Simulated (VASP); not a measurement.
# Tl (Pm-3m) in VASP: notebook, part 2 of 2

VASP 6.6.1. Earlier steps stand in the parts before.

## (4) Density of states, PBE

This run uses another cell than the first one, of 34.38 Å³/atom, 1.667 times its volume.

POSCAR

```
Tl
1.0
    3.2516032968      0.0000000000      0.0000000000
    0.0000000000      3.2516032968      0.0000000000
    0.0000000000      0.0000000000      3.2516032968
Tl
1
Direct
    0.0000000000      0.0000000000      0.0000000000
```

INCAR.step1

```
ALGO     = Normal         # electronic algorithm
EDIFF    = 1E-7           # SCF threshold, eV
ENCUT    = 520            # plane-wave cutoff, eV
GGA      = PE             # functional
ISIF     = 2              # what is computed and relaxed
ISMEAR   = -1             # smearing method
LASPH    = T              # aspherical terms in the spheres
LCHARG   = T              # write CHGCAR
LREAL    = F              # projectors in reciprocal space
LWAVE    = F              # write WAVECAR
NBANDS   = 12             # bands
NELM     = 80             # most SCF steps
PREC     = Accurate       # precision mode
SIGMA    = 0.08           # smearing width, eV
```

KPOINTS.step1

```
k-points
0
Gamma
  12 12 12
```

INCAR.step2

```
ALGO     = Normal         # electronic algorithm
EDIFF    = 1E-7           # SCF threshold, eV
ENCUT    = 520            # plane-wave cutoff, eV
GGA      = PE             # functional
ICHARG   = 11             # starting density
ISIF     = 2              # what is computed and relaxed
ISMEAR   = -5             # smearing method
LASPH    = T              # aspherical terms in the spheres
LCHARG   = F              # write CHGCAR
LORBIT   = 11             # projections on sites
LREAL    = F              # projectors in reciprocal space
LWAVE    = F              # write WAVECAR
NEDOS    = 2001           # points of the DOS
NELM     = 80             # most SCF steps
PREC     = Accurate       # precision mode
SIGMA    = 0.08           # smearing width, eV
```

KPOINTS.step2

```
k-points
0
Gamma
  18 18 18
```

Potentials or basis: VASP PAW PBE potentials, release 64 (Tl_d).

Run with:

```
cat potpaw_PBE.64/Tl_d/POTCAR > POTCAR
cp INCAR.step1 INCAR
cp KPOINTS.step1 KPOINTS
mpirun -np 1 vasp_std > vasp.out
cp INCAR.step2 INCAR
cp KPOINTS.step2 KPOINTS
mpirun -np 1 vasp_std > vasp.out
```

OUTCAR:

```text
EDIFF = 1E-7
   ENCUT = 520
   GGA = PE
   ICHARG = 11
   ISIF = 2
   ISMEAR = -5
   LASPH = T
   LORBIT = 11
   LREAL = F
   NELM = 80
   PREC = Accurate

 ion  position               nearest neighbor table
   1  0.000  0.000  0.000-

  LATTYP: Found a simple cubic cell.
 ALAT       =     3.2516032968

  Lattice vectors:

 A1 = (   3.2516032968,   0.0000000000,   0.0000000000)
 A2 = (   0.0000000000,   3.2516032968,   0.0000000000)
 A3 = (   0.0000000000,   0.0000000000,   3.2516032968)

Analysis of symmetry for initial positions (statically):
[... 489 lines left out ...]
     10      16.0046      0.00000

 [... further k-points ...]
[... 5 lines left out ...]
  --------------------------------------------------------------------------------------
  -------------------------------------------------------------------------------------
  Total       -0.0265722     -0.0265722     -0.0265722      0.0000000     -0.0000000     -0.0000000
  in kB       -1.2383555     -1.2383555     -1.2383555      0.0000000     -0.0000000     -0.0000000
  external PRESSURE =      -1.2383555 kB  Pullay stress =       0.0000000 kB

 VOLUME and BASIS-vectors are now :
 -----------------------------------------------------------------------------
  energy-cutoff  :      520.00
  volume of cell :       34.38
      direct lattice vectors                 reciprocal lattice vectors
     3.251603297  0.000000000  0.000000000     0.307540591  0.000000000  0.000000000
     0.000000000  3.251603297  0.000000000     0.000000000  0.307540591  0.000000000
     0.000000000  0.000000000  3.251603297     0.000000000  0.000000000  0.307540591

 POSITION                                       TOTAL-FORCE (eV/Angst)
 -----------------------------------------------------------------------------------
      0.00000      0.00000      0.00000         0.000000      0.000000      0.000000
 -----------------------------------------------------------------------------------
    total drift:                               -0.000000     -0.000000     -0.000000

  FREE ENERGIE OF THE ION-ELECTRON SYSTEM (eV)
  ---------------------------------------------------
  free  energy   TOTEN  =        -2.0913637904 eV

  energy  without entropy=       -2.0913637904  energy(sigma->0) =       -2.09136379

 total charge

# of ion       s       p       d       tot
------------------------------------------
    1        1.175   0.386   9.635  11.196
```

OUTCAR.step1:

```text
EDIFF = 1E-7
   ENCUT = 520
   GGA = PE
   ISIF = 2
   ISMEAR = -1
   LASPH = T
[... 574 lines left out ...]

 POSITION                                       TOTAL-FORCE (eV/Angst)
 -----------------------------------------------------------------------------------
      0.00000      0.00000      0.00000         0.000000      0.000000      0.000000
 -----------------------------------------------------------------------------------
    total drift:                                0.000000     -0.000000      0.000000

  FREE ENERGIE OF THE ION-ELECTRON SYSTEM (eV)
  ---------------------------------------------------
  free  energy   TOTEN  =        -2.0955014083 eV

  energy  without entropy=       -2.0833648707  energy(sigma->0) =       -2.08943314
```

OSZICAR.step1:

```text
N       E                     dE             d eps       ncg     rms          rms(c)
DAV:   1     0.506034822468E+02    0.50603E+02   -0.65806E+03  2120   0.917E+02
DAV:   2    -0.148559709447E+01   -0.52089E+02   -0.51056E+02  2272   0.208E+02
DAV:   3    -0.211025497344E+01   -0.62466E+00   -0.62398E+00  2384   0.207E+01
DAV:   4    -0.211375447572E+01   -0.34995E-02   -0.34993E-02  2272   0.177E+00
DAV:   5    -0.211380742050E+01   -0.52945E-04   -0.52944E-04  2420   0.213E-01    0.169E+00
DAV:   6    -0.209768463682E+01    0.16123E-01   -0.29464E-02  2208   0.155E+00    0.121E+00
DAV:   7    -0.209551795820E+01    0.21667E-02   -0.10203E-02  2240   0.913E-01    0.518E-01
DAV:   8    -0.209549481824E+01    0.23140E-04   -0.53883E-04  2280   0.194E-01    0.268E-02
DAV:   9    -0.209549833574E+01   -0.35175E-05   -0.65374E-06  2320   0.227E-02    0.915E-03
DAV:  10    -0.209550137696E+01   -0.30412E-05   -0.25418E-06  2248   0.126E-02    0.450E-04
DAV:  11    -0.209550140834E+01   -0.31379E-07   -0.40004E-08  1608   0.134E-03
   1 F= -.20955014E+01 E0= -.20894331E+01  d E =-.121365E-01
```

Wall time 15 s (1 thread of Intel Xeon 6975P-C (Granite Rapids), shared host); peak memory 0.19 GiB.

What came out:

* Valence electrons inside the program's atomic spheres: Tl 11.20

Caveat: spin-orbit coupling is left out, which moves the levels of the heavy elements; tetrahedron occupations give inexact forces and stress in metals.
